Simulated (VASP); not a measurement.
# AlHgSe2 (P-3m1) in VASP: further runs

Runs on AlHgSe2. Level: PBE. Tasks: single point, relaxation of cell and atoms.

Program: VASP 6.6.1. These are calculated values, not measurements. Logs are shortened: lines on timing, memory, paths and dates and some standing lists are left out, and cuts for length are marked.

### Step 1. The cell of the first run

Symmetry: P-3m1, No. 164, trigonal system. Conventional cell: a = 3.778 Å, b = 3.778 Å, c = 7.455 Å, α = 90.00°, β = 90.00°, γ = 120.00°. Al (site symmetry -3m) has 6 Se at 2.60 Å within 3.4 Å. Within 4.2 Å of Hg (site symmetry -3m) lie 6 Se at 3.18 Å and 2 Al at 3.73 Å and 6 Hg at 3.78 Å. Within 3.4 Å of Se (site symmetry 3m) lie 3 Al at 2.60 Å and 3 Hg at 3.18 Å.

### Step 2. Single point, PBE

Input file INCAR:

```
PREC = Accurate
ENCUT = 520
EDIFF = 1E-6
ISMEAR = 0
SIGMA = 0.1
LREAL = F
LASPH = T
NELM = 100
ALGO = Normal
ISIF = 2
LWAVE = F
LCHARG = T
GGA = PE
LELF = T
LVHAR = T
NBANDS = 22
```

Input file KPOINTS:

```
regular mesh
0
Gamma
  15 15 6
```

Input file POSCAR:

```
AlHgSe2
1.0
    3.7776801446      0.0000000000      0.0000000000
   -1.8888400723      3.2715669726      0.0000000000
    0.0000000000      0.0000000000      7.4550873495
Al Hg Se
1 1 2
Direct
    0.0000000000      0.0000000000      0.5000000000
    0.0000000000      0.0000000000      0.0000000000
    0.3333333333      0.6666666667      0.6889950781
    0.6666666667      0.3333333333      0.3110049219
```

Potentials or basis: VASP PAW PBE potentials, release 64 (Al, Hg, Se).

Started as:

```sh
cat potpaw_PBE.64/Al/POTCAR potpaw_PBE.64/Hg/POTCAR potpaw_PBE.64/Se/POTCAR > POTCAR
mpirun -np 1 vasp_std > vasp.out
```

OUTCAR:

```text
PREC = Accurate
   ENCUT = 520
   EDIFF = 1E-6
   ISMEAR = 0
   LREAL = F
   LASPH = T
   NELM = 100
   ISIF = 2
   GGA = PE

 ion  position               nearest neighbor table
   1  0.000  0.000  0.500-   3 2.60   4 2.60   4 2.60   3 2.60   4 2.60   3 2.60
   2  0.000  0.000  0.000-   3 3.18   4 3.18   4 3.18   3 3.18   4 3.18   3 3.18
   3  0.333  0.667  0.689-   1 2.60   1 2.60   1 2.60   2 3.18   2 3.18   2 3.18
   4  0.667  0.333  0.311-   1 2.60   1 2.60   1 2.60   2 3.18   2 3.18   2 3.18

  LATTYP: Found a hexagonal cell.
 ALAT       =     3.7776801446
 C/A-ratio  =     1.9734564770

  Lattice vectors:

 A1 = (   3.7776801446,   0.0000000000,   0.0000000000)
 A2 = (  -1.8888400723,   3.2715669726,   0.0000000000)
 A3 = (   0.0000000000,   0.0000000000,   7.4550873495)

Analysis of symmetry for initial positions (statically):
=====================================================================
 Subroutine PRICEL returns:
 Original cell was already a primitive cell.

 Routine SETGRP: Setting up the symmetry group for a
 hexagonal supercell.

 Subroutine GETGRP returns: Found 12 space group operations
 (whereof 12 operations were pure point group operations)
 out of a pool of 24 trial point group operations.

The static configuration has the point symmetry D_3d.

Analysis of symmetry for dynamics (positions and initial velocities):
=====================================================================
 Subroutine PRICEL returns:
 Original cell was already a primitive cell.

 Routine SETGRP: Setting up the symmetry group for a
 hexagonal supercell.

 Subroutine GETGRP returns: Found 12 space group operations
 (whereof 12 operations were pure point group operations)
 out of a pool of 24 trial point group operations.

The dynamic configuration has the point symmetry D_3d.

 Subroutine INISYM returns: Found 12 space group operations
 (whereof 12 operations are pure point group operations),
 and found     1 'primitive' translations

----------------------------------------------------------------------------------------

                                     Primitive cell

  volume of cell :      92.1369

  direct lattice vectors                    reciprocal lattice vectors
     3.777680145  0.000000000  0.000000000     0.264712724  0.152831962  0.000000000
    -1.888840072  3.271566973  0.000000000     0.000000000  0.305663924  0.000000000
     0.000000000  0.000000000  7.455087350     0.000000000  0.000000000  0.134136591

  length of vectors
     3.777680145  3.777680145  7.455087350     0.305663924  0.305663924  0.134136591

  position of ions in fractional coordinates (direct lattice)
     0.000000000  0.000000000  0.500000000
     0.000000000  0.000000000  0.000000000
     0.333333333  0.666666667  0.688995078
     0.666666667  0.333333333  0.311004922

  ion indices of the primitive-cell ions
   primitive index   ion index
                 1           1
                 2           2
                 3           3
                 4           4

----------------------------------------------------------------------------------------

 KPOINTS: regular mesh

Automatic generation of k-mesh.
 Grid dimensions read from file:
 generate k-points for:   15   15    6

 Generating k-lattice:

  Cartesian coordinates                     Fractional coordinates (reciprocal lattice)
     0.017647515  0.010188797  0.000000000     0.066666667  0.000000000  0.000000000
     0.000000000  0.020377595  0.000000000     0.000000000  0.066666667  0.000000000
     0.000000000  0.000000000  0.022356098     0.000000000  0.000000000  0.166666667

  Length of vectors
     0.020377595  0.020377595  0.022356098

  Shift w.r.t. Gamma in fractional coordinates (k-lattice)
     0.000000000  0.000000000  0.000000000

 Subroutine IBZKPT returns following result:
 ===========================================

 Found    146 irreducible k-points:

 Following reciprocal coordinates:
            Coordinates               Weight
  0.000000  0.000000  0.000000      1.000000
  0.066667 -0.000000  0.000000      6.000000
  0.133333  0.000000  0.000000      6.000000
  0.200000  0.000000  0.000000      6.000000
  0.266667  0.000000  0.000000      6.000000
  0.333333  0.000000  0.000000      6.000000
[... 16 lines left out ...]
  0.333333  0.200000  0.000000     12.000000
  0.400000  0.200000  0.000000      6.000000
 [... further k-points ...]
   k-points           NKPTS =    146   k-points in BZ     NKDIM =    146   number of bands    NBANDS=     22
   number of dos      NEDOS =    301   number of ions     NIONS =      4
   total plane-waves  NPLWV =  43904
   dimension x,y,z NGX =    28 NGY =   28 NGZ =   56
   dimension x,y,z NGXF=    56 NGYF=   56 NGZF=  112
   ions per type =               1   1   2
   NGX,Y,Z   is equivalent  to a cutoff of  12.32, 12.32, 12.49 a.u.
   NGXF,Y,Z  is equivalent  to a cutoff of  24.64, 24.64, 24.98 a.u.
 SYSTEM =  unknown system
   PREC   = accura    normal or accurate (medium, high low for compatibility)
   ISTART =      0    job   : 0-new  1-cont  2-samecut
   ICHARG =      2    charge: 1-file 2-atom 10-const
   ISPIN  =      1    spin polarized calculation?
   LNONCOLLINEAR =      F non collinear calculations
   LSORBIT =      F    spin-orbit coupling
   LASPH  =      T    aspherical Exc in radial PAW
   ENCUT  =  520.0 eV  38.22 Ry    6.18 a.u.   7.02  7.02 13.86*2*pi/ulx,y,z
   NELM   =    100;   NELMIN=  2; NELMDL= -5     # of ELM steps
   EDIFF  = 0.1E-05   stopping-criterion for ELM
   LREAL  =      F    real-space projection
[... 7 lines left out ...]
   TEBEG  =    0.0;   TEEND  =   0.0 temperature during run
   PSTRESS=    0.0 pullay stress
   NELECT =      27.0000    total number of electrons
   NUPDOWN=      -1.0000    fix difference up-down
   EMIN   =  10.00;   EMAX   =-10.00  energy-range for DOS
   EFERMI =   0.00;   METHOD = LEGACY
   ISMEAR =     0;   SIGMA  =   0.10  broadening in eV -4-tet -1-fermi 0-gaus
   EFERMI_NEDOS =   21; number of points for ismear=-14 and -15
   IALGO  =     38    algorithm
   IMIX   =      4    mixing-type and parameters
     AMIX     =   0.40;   BMIX     =  1.00
     AMIX_MAG =   1.60;   BMIX_MAG =  1.00
  volume/ion in A,a.u.               =      23.03       155.44
  Fermi-wavevector in a.u.,A,eV,Ry     =   1.087389  2.054867 16.087724  1.182414
  Thomas-Fermi vector in A             =   2.223547
   LORBIT       =      0    0 simple, 1 ext, 2 COOP (PROOUT), +10 PAW based schemes
   GGA     = PE    functional components
   LHFCALC =     F    Hartree Fock is set to
   AEXX    =    0.0000 exact exchange contribution
   IVDW    =     0    specifies the selected vdW correction
   LEPSILON=     F    determine dielectric tensor
   LRPA    =     F    only Hartree local field effects (RPA)
 non-spin polarized calculation
 Gauss-broadening in eV      SIGMA  =   0.10
  energy-cutoff  :      520.00
  volume of cell :       92.14
 maximum number of plane-waves:      2501
   NGX = 15   NGY = 15   NGZ = 27

 number of electron      26.9999997 magnetization

 Free energy of the ion-electron system (eV)
  ---------------------------------------------------
  ext. energy  EPLUGINS =         0.00000000
  ---------------------------------------------------
  free energy    TOTEN  =       -12.62567819 eV

  energy without entropy =      -12.61599875  energy(sigma->0) =      -12.62083847

 E-fermi :   3.4686     XC(G=0):  -9.7484

 val. band max:        3.4662110965   @ k =  -0.2000  -0.4667   0.3333
 cond. band min:       3.4755145834   @ k =  -0.1333  -0.4667   0.1667
 fundamental gap:      0.0093034869
 Fermi energy:         3.4686351073

 k-point     1 :       0.0000    0.0000    0.0000
  band No.  band energies     occupation
      1     -10.5170      2.00000
      2      -9.1892      2.00000
      3      -2.9733      2.00000
      4      -2.3636      2.00000
      5      -2.3504      2.00000
      6      -2.3504      2.00000
[... 14 lines left out ...]
     21      11.1388      0.00000
     22      12.2174      0.00000

 k-point     2 :       0.0667   -0.0000    0.0000
  band No.  band energies     occupation
      1     -10.4773      2.00000
      2      -9.1680      2.00000
      3      -2.9164      2.00000
      4      -2.3575      2.00000
      5      -2.3518      2.00000
      6      -2.3348      2.00000
[... 14 lines left out ...]
     21      11.3934      0.00000
     22      11.4500      0.00000

 k-point     3 :       0.1333    0.0000    0.0000
  band No.  band energies     occupation
      1     -10.3606      2.00000
      2      -9.1078      2.00000
      3      -2.7613      2.00000
      4      -2.3680      2.00000
      5      -2.3159      2.00000
      6      -2.2915      2.00000
[... 14 lines left out ...]
     21      11.1827      0.00000
     22      11.1947      0.00000

 k-point     4 :       0.2000    0.0000    0.0000
  band No.  band energies     occupation
      1     -10.1744      2.00000
      2      -9.0197      2.00000
      3      -2.6073      2.00000
      4      -2.3415      2.00000
      5      -2.2711      2.00000
      6      -2.2384      2.00000
[... 14 lines left out ...]
     21      10.7598      0.00000
     22      11.0713      0.00000

 k-point     5 :       0.2667    0.0000    0.0000
  band No.  band energies     occupation
      1      -9.9330      2.00000
      2      -8.9228      2.00000
      3      -2.5971      2.00000
      4      -2.3774      2.00000
      5      -2.2945      2.00000
      6      -2.2273      2.00000
[... 14 lines left out ...]
     21      11.3287      0.00000
     22      11.4021      0.00000

 k-point     6 :       0.3333    0.0000    0.0000
  band No.  band energies     occupation
      1      -9.6595      2.00000
      2      -8.8444      2.00000
      3      -2.7153      2.00000
      4      -2.5142      2.00000
      5      -2.2867      2.00000
      6      -2.2420      2.00000
[... 14 lines left out ...]
     21      11.9191      0.00000
     22      12.4982      0.00000

 k-point     7 :       0.4000    0.0000    0.0000
  band No.  band energies     occupation
      1      -9.3914      2.00000
      2      -8.8143      2.00000
      3      -2.9936      2.00000
      4      -2.5682      2.00000
      5      -2.2871      2.00000
      6      -2.2568      2.00000
[... 324 lines left out ...]
      6      -2.3474      2.00000
[... 14 lines left out ...]
     21      11.6850      0.00000
     22      12.2220      0.00000

 k-point    21 :       0.2000    0.2000    0.0000
  band No.  band energies     occupation
      1      -9.5991      2.00000
      2      -8.8166      2.00000
      3      -2.5877      2.00000
      4      -2.4309      2.00000
      5      -2.3713      2.00000
      6      -2.2930      2.00000
[... 14 lines left out ...]
     21      11.3605      0.00000
     22      11.7452      0.00000

 k-point    22 :       0.2667    0.2000    0.0000
  band No.  band energies     occupation
      1      -9.3527      2.00000
      2      -8.7764      2.00000
      3      -2.7894      2.00000
      4      -2.4490      2.00000
      5      -2.3975      2.00000
      6      -2.3402      2.00000
[... 14 lines left out ...]
     21      11.0313      0.00000
     22      11.6124      0.00000

 k-point    23 :       0.3333    0.2000    0.0000
  band No.  band energies     occupation
      1      -9.1370      2.00000
      2      -8.7840      2.00000
      3      -3.0045      2.00000
      4      -2.4596      2.00000
      5      -2.4141      2.00000
      6      -2.3912      2.00000
[... 14 lines left out ...]
     21      10.9375      0.00000
     22      11.4636      0.00000

 k-point    24 :       0.4000    0.2000    0.0000
  band No.  band energies     occupation
      1      -9.0310      2.00000
      2      -8.8134      2.00000
      3      -3.0932      2.00000
      4      -2.4461      2.00000
      5      -2.4426      2.00000
      6      -2.4058      2.00000
[... 14 lines left out ...]
     21      11.0433      0.00000
     22      11.3933      0.00000

 [... further k-points ...]

------------------------ aborting loop because EDIFF is reached ----------------------------------------

  FORCE on cell =-STRESS in cart. coord.  units (eV):
  Direction    XX          YY          ZZ          XY          YZ          ZX
  --------------------------------------------------------------------------------------
  -------------------------------------------------------------------------------------
  Total        0.0263914      0.0263914      0.0850611      0.0000000      0.0000000      0.0000000
  in kB        0.4589229      0.4589229      1.4791346      0.0000000      0.0000000      0.0000000
  external PRESSURE =       0.7989935 kB  Pullay stress =       0.0000000 kB

 VOLUME and BASIS-vectors are now :
 -----------------------------------------------------------------------------
  energy-cutoff  :      520.00
  volume of cell :       92.14
      direct lattice vectors                 reciprocal lattice vectors
     3.777680145  0.000000000  0.000000000     0.264712724  0.152831962  0.000000000
    -1.888840072  3.271566973  0.000000000     0.000000000  0.305663924  0.000000000
     0.000000000  0.000000000  7.455087350     0.000000000  0.000000000  0.134136591

 POSITION                                       TOTAL-FORCE (eV/Angst)
 -----------------------------------------------------------------------------------
      0.00000      0.00000      3.72754        -0.000000      0.000000      0.000000
      0.00000      0.00000      0.00000        -0.000000      0.000000      0.000000
     -0.00000      2.18104      5.13652        -0.000000      0.000000     -0.015153
      1.88884      1.09052      2.31857         0.000000     -0.000000      0.015153
 -----------------------------------------------------------------------------------
    total drift:                               -0.000000     -0.000000      0.000000

  FREE ENERGIE OF THE ION-ELECTRON SYSTEM (eV)
  ---------------------------------------------------
  free  energy   TOTEN  =       -12.6256781887 eV

  energy  without entropy=      -12.6159987459  energy(sigma->0) =      -12.62083847
```

Wall time 3 min (1 thread of Intel Xeon Platinum 8488C (Sapphire Rapids), shared host); peak memory 0.42 GiB.

Results:

```yaml
Free_energy: -12.6257 eV
Pressure: 0.1 GPa
Largest_force: 0.015 eV/Å
Band_gap_on_the_k_mesh: zero (an odd number of electrons rules out a gap without spin polarisation)
```

Forces on the atoms (eV/Å):
```
Al   0.000  0.000  0.000
Hg   0.000  0.000  0.000
Se   0.000  0.000 -0.015
Se   0.000  0.000  0.015
```

Levels at points of the mesh, in eV from the Fermi level:
| k point | band 10 | band 11 | band 12 | band 13 | band 14 | band 15 | band 16 | band 17 | band 18 | band 19 |
| --- | --- | --- | --- | --- | --- | --- | --- | --- | --- | --- |
| (0.00, 0.00, 0.00) | -1.61 | -0.96 | -0.96 | -0.77 | -0.77 | 3.07 | 3.74 | 5.08 | 5.08 | 7.43 |
| (0.00, 0.00, 0.50) | -1.07 | -1.07 | -0.64 | -0.64 | 1.37 | 2.06 | 3.59 | 5.10 | 5.10 | 6.97 |

Caveat: spin-orbit coupling is left out, which moves the levels of the heavy elements; an odd number of electrons without spin polarisation forces a metal; a magnetic or distorted state may lie lower.

(Continued in part 2 of 2.)
